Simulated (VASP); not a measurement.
# BP (F-43m) in VASP: phonons with r2SCAN

Aim: the phonons of BP with r2SCAN.

All numbers are computed with VASP 6.6.1; they aren't measurements. Logs are shortened: lines on timing, memory, paths and dates and some standing lists are left out, and cuts for length are marked.

## (1) The cell of the first run

Symmetry: F-43m, No. 216, cubic system. Conventional cell: a = 4.537 Å, b = 4.537 Å, c = 4.537 Å, α = 90.00°, β = 90.00°, γ = 90.00°. B (site symmetry -43m) has 4 P at 1.96 Å within 2.6 Å. P (site symmetry -43m) has 4 B at 1.96 Å within 2.6 Å.

## (2) Phonons, r2SCAN

Contents of INCAR:

```
PREC = Accurate
ENCUT = 520
EDIFF = 1E-8
ISMEAR = 0
SIGMA = 0.01
LREAL = False
LASPH = True
NELM = 60
ALGO = Normal
ISIF = 2
LWAVE = False
LCHARG = False
METAGGA = R2SCAN
LMIXTAU = True
IBRION = 6
NFREE = 2
POTIM = 0.015
NSW = 1
```

Contents of KPOINTS:

```
Automatic mesh
0
Gamma
  8 8 8
```

Contents of POSCAR:

```
BP
1.0
    0.0000000000      2.2682575583      2.2682575583
    2.2682575583      0.0000000000      2.2682575583
    2.2682575583      2.2682575583      0.0000000000
B P
1 1
Direct
    0.0000000000      0.0000000000      0.0000000000
    0.7500000000      0.7500000000      0.7500000000
```

Potentials or basis: VASP PAW PBE potentials, release 64 (B, P).

Command:

```bash
> cat potpaw_PBE.64/B/POTCAR potpaw_PBE.64/P/POTCAR > POTCAR
> mpirun -np 1 vasp_std > vasp.out
```

OUTCAR:

```text
PREC = Accurate
   ENCUT = 520
   EDIFF = 1E-8
   ISMEAR = 0
   LREAL = False
   LASPH = True
   NELM = 60
   ISIF = 2
   METAGGA = R2SCAN
   IBRION = 6
   NFREE = 2
   POTIM = 0.015
   NSW = 1

 ion  position               nearest neighbor table
   1  0.000  0.000  0.000-   2 1.96   2 1.96   2 1.96   2 1.96
   2  0.750  0.750  0.750-   1 1.96   1 1.96   1 1.96   1 1.96

  LATTYP: Found a face centered cubic cell.
 ALAT       =     4.5365151166

  Lattice vectors:

 A1 = (   0.0000000000,   2.2682575583,   2.2682575583)
 A2 = (   2.2682575583,   0.0000000000,   2.2682575583)
 A3 = (   2.2682575583,   2.2682575583,   0.0000000000)

Analysis of symmetry for initial positions (statically):
=====================================================================
 Subroutine PRICEL returns:
 Original cell was already a primitive cell.

 Routine SETGRP: Setting up the symmetry group for a
 face centered cubic supercell.

 Subroutine GETGRP returns: Found 24 space group operations
 (whereof 24 operations were pure point group operations)
 out of a pool of 48 trial point group operations.

The static configuration has the point symmetry T_d .

Analysis of symmetry for dynamics (positions and initial velocities):
=====================================================================
 Subroutine PRICEL returns:
 Original cell was already a primitive cell.

 Routine SETGRP: Setting up the symmetry group for a
 face centered cubic supercell.

 Subroutine GETGRP returns: Found 24 space group operations
 (whereof 24 operations were pure point group operations)
 out of a pool of 48 trial point group operations.

The dynamic configuration has the point symmetry T_d .

 Subroutine INISYM returns: Found 24 space group operations
 (whereof 24 operations are pure point group operations),
 and found     1 'primitive' translations

----------------------------------------------------------------------------------------

                                     Primitive cell

  volume of cell :      23.3403

  direct lattice vectors                    reciprocal lattice vectors
     0.000000000  2.268257558  2.268257558    -0.220433521  0.220433521  0.220433521
     2.268257558  0.000000000  2.268257558     0.220433521 -0.220433521  0.220433521
     2.268257558  2.268257558  0.000000000     0.220433521  0.220433521 -0.220433521

  length of vectors
     3.207800602  3.207800602  3.207800602     0.381802058  0.381802058  0.381802058

  position of ions in fractional coordinates (direct lattice)
     0.000000000  0.000000000  0.000000000
     0.750000000  0.750000000  0.750000000

  ion indices of the primitive-cell ions
   primitive index   ion index
                 1           1
                 2           2

----------------------------------------------------------------------------------------

 KPOINTS: Automatic mesh

Automatic generation of k-mesh.
 Grid dimensions read from file:
 generate k-points for:    8    8    8

 Generating k-lattice:

  Cartesian coordinates                     Fractional coordinates (reciprocal lattice)
    -0.027554190  0.027554190  0.027554190     0.125000000  0.000000000  0.000000000
[... 57 lines left out ...]
   ENCUT  =  520.0 eV  38.22 Ry    6.18 a.u.   5.96  5.96  5.96*2*pi/ulx,y,z
   NELM   =     60;   NELMIN=  2; NELMDL= -5     # of ELM steps
   EDIFF  = 0.1E-07   stopping-criterion for ELM
   LREAL  =      F    real-space projection
   EDIFFG = 0.1E-06   stopping-criterion for IOM
   NSW    =     61    number of steps for IOM
   IBRION =      6    ionic relax: 0-MD 1-quasi-New 2-CG
   NFREE  =      2    steps in history (QN), initial steepest desc. (CG)
   ISIF   =      2    stress and relaxation
   ISYM   =      2    0-nonsym 1-usesym 2-fastsym
   POTIM  = 0.0150    time-step for ionic-motion
   TEBEG  =    0.0;   TEEND  =   0.0 temperature during run
   PSTRESS=    0.0 pullay stress
   NELECT =       8.0000    total number of electrons
   NUPDOWN=      -1.0000    fix difference up-down
   EMIN   =  10.00;   EMAX   =-10.00  energy-range for DOS
   EFERMI =   0.00;   METHOD = LEGACY
   ISMEAR =     0;   SIGMA  =   0.01  broadening in eV -4-tet -1-fermi 0-gaus
   EFERMI_NEDOS =   21; number of points for ismear=-14 and -15
   IALGO  =     38    algorithm
   IMIX   =      4    mixing-type and parameters
     AMIX     =   0.40;   BMIX     =  1.00
     AMIX_MAG =   1.60;   BMIX_MAG =  1.00
  volume/ion in A,a.u.               =      11.67        78.75
  Fermi-wavevector in a.u.,A,eV,Ry     =   1.145695  2.165050 17.859248  1.312618
  Thomas-Fermi vector in A             =   2.282383
   LORBIT       =      0    0 simple, 1 ext, 2 COOP (PROOUT), +10 PAW based schemes
   METAGGA = R2SCAN    functional components
   LHFCALC =     F    Hartree Fock is set to
   AEXX    =    0.0000 exact exchange contribution
   IVDW    =     0    specifies the selected vdW correction
   LEPSILON=     F    determine dielectric tensor
   LRPA    =     F    only Hartree local field effects (RPA)
 finite differences with symmetry
 non-spin polarized calculation
 Gauss-broadening in eV      SIGMA  =   0.01
  energy-cutoff  :      520.00
  volume of cell :       23.34
 maximum number of plane-waves:       638
   NGX = 11   NGY = 11   NGZ = 11

--------------------------------------- Ionic step        1  -------------------------------------------

 number of electron       8.0000000 magnetization

 Free energy of the ion-electron system (eV)
  ---------------------------------------------------
  ext. energy  EPLUGINS =         0.00000000
  ---------------------------------------------------
  free energy    TOTEN  =       -17.30951469 eV

  energy without entropy =      -17.30951469  energy(sigma->0) =      -17.30951469

------------------------ aborting loop because EDIFF is reached ----------------------------------------

  FORCE on cell =-STRESS in cart. coord.  units (eV):
  Direction    XX          YY          ZZ          XY          YZ          ZX
  --------------------------------------------------------------------------------------
  -------------------------------------------------------------------------------------
  Total       -0.0711284     -0.0711284     -0.0711284      0.0000000      0.0000000      0.0000000
  in kB       -4.8825455     -4.8825455     -4.8825455      0.0000000      0.0000000      0.0000000
  external PRESSURE =      -4.8825455 kB  Pullay stress =       0.0000000 kB
[... 131 lines left out ...]
--------------------------------------- Ionic step        5  -------------------------------------------

 number of electron       8.0000000 magnetization

 Free energy of the ion-electron system (eV)
  ---------------------------------------------------
  ext. energy  EPLUGINS =         0.00000000
  ---------------------------------------------------
  free energy    TOTEN  =       -17.30729691 eV

  energy without entropy =      -17.30729691  energy(sigma->0) =      -17.30729691

 E-fermi :   7.6406     XC(G=0): -11.5049

 val. band max:        7.5251019282   @ k =   0.0000   0.0000   0.0000
 cond. band min:       8.8753961988   @ k =   0.0000   0.3750   0.3750
 fundamental gap:      1.3502942707
 Fermi energy:         7.6406382809

 k-point     1 :       0.0000    0.0000    0.0000
  band No.  band energies     occupation
      1      -8.8674      2.00000
      2       7.2778      2.00000
      3       7.4026      2.00000
      4       7.5251      2.00000
      5      10.9611      0.00000
      6      11.0415      0.00000
      7      11.1251      0.00000
      8      15.4269      0.00000
[... 243 lines left out ...]
 k-point    24 :      -0.3750    0.2500    0.1250
  band No.  band energies     occupation
      1      -4.6835      2.00000
      2      -1.4760      2.00000
      3       2.6444      2.00000
      4       4.0790      2.00000
      5      11.9192      0.00000
      6      12.9675      0.00000
      7      16.3097      0.00000
      8      17.9274      0.00000

 [... further k-points ...]

------------------------ aborting loop because EDIFF is reached ----------------------------------------

  FORCE on cell =-STRESS in cart. coord.  units (eV):
  Direction    XX          YY          ZZ          XY          YZ          ZX
  --------------------------------------------------------------------------------------
  -------------------------------------------------------------------------------------
  Total       -0.0706179     -0.0668618     -0.0668618      0.0000000     -0.1017317      0.0000000
  in kB       -4.8475063     -4.5896686     -4.5896686      0.0000000     -6.9832829      0.0000000
  external PRESSURE =      -4.6756145 kB  Pullay stress =       0.0000000 kB
[... 17 lines left out ...]
  FREE ENERGIE OF THE ION-ELECTRON SYSTEM (eV)
  ---------------------------------------------------
  free  energy   TOTEN  =       -17.3072969101 eV

  energy  without entropy=      -17.3072969101  energy(sigma->0) =      -17.30729691

 INTERNAL STRAIN TENSORS FROM DISPLACED ATOMS
 ============================================

 INTERNAL STRAIN TENSOR FOR ION    1 for displacements in x,y,z  (eV/Angst):
          X           Y           Z          XY          YZ          ZX
  --------------------------------------------------------------------------------
  x     0.00000     0.00000     0.00000     0.00000    -6.77160     0.00000
  y     0.00000     0.00000     0.00000     0.00000     0.00000    -6.77160
  z     0.00000     0.00000     0.00000    -6.77160     0.00000     0.00000

 INTERNAL STRAIN TENSOR FOR ION    2 for displacements in x,y,z  (eV/Angst):
          X           Y           Z          XY          YZ          ZX
  --------------------------------------------------------------------------------
  x    -0.00000    -0.00000    -0.00000     0.00000     6.78542     0.00000
  y     0.00000     0.00000     0.00000     0.00000     0.00000     6.78542
  z    -0.00000    -0.00000    -0.00000     6.78542     0.00000     0.00000

 Eigenvectors and eigenvalues of the dynamical matrix
 ----------------------------------------------------

   1 f  =   24.517254 THz   154.046448 2PiTHz  817.807554 cm-1   101.395168 meV
             X         Y         Z           dx          dy          dz
      0.000000  0.000000  0.000000    -0.860989    0.000000    0.000000
      3.402386  3.402386  3.402386     0.508624    0.000000    0.000000
[... 21 lines left out ...]
   6 f/i=    0.000871 THz     0.005470 2PiTHz    0.029039 cm-1     0.003600 meV
             X         Y         Z           dx          dy          dz
      0.000000  0.000000  0.000000     0.000000   -0.508624    0.000000
      3.402386  3.402386  3.402386     0.000000   -0.860989    0.000000

 ELASTIC MODULI CONTR FROM IONIC RELAXATION (kBar)
 Direction    XX          YY          ZZ          XY          YZ          ZX
 --------------------------------------------------------------------------------
 XX          -0.0000     -0.0000     -0.0000      0.0000      0.0000     -0.0000
 YY          -0.0000     -0.0000     -0.0000      0.0000      0.0000     -0.0000
 ZZ          -0.0000     -0.0000     -0.0000      0.0000      0.0000     -0.0000
 XY           0.0000      0.0000      0.0000   -160.0309     -0.0000      0.0000
 YZ           0.0000      0.0000      0.0000     -0.0000   -160.0309     -0.0000
 ZX          -0.0000     -0.0000     -0.0000      0.0000     -0.0000   -160.0309
 --------------------------------------------------------------------------------
```

Wall time 5.1 min (1 thread of AMD EPYC 7R13 (Zen 3), shared host); peak memory 0.13 GiB.

What came out:

- Highest phonon frequency at Γ, LO-TO splitting left out: 818 cm⁻¹

Phonon frequencies in cm⁻¹ (negative: imaginary):
| q point | frequencies |
| --- | --- |
| (0.000, 0.000, 0.000) | 0 0 0 818 818 818 |

Caveat: the PAW data sets were made with another functional, which shifts forces and pressure a little.
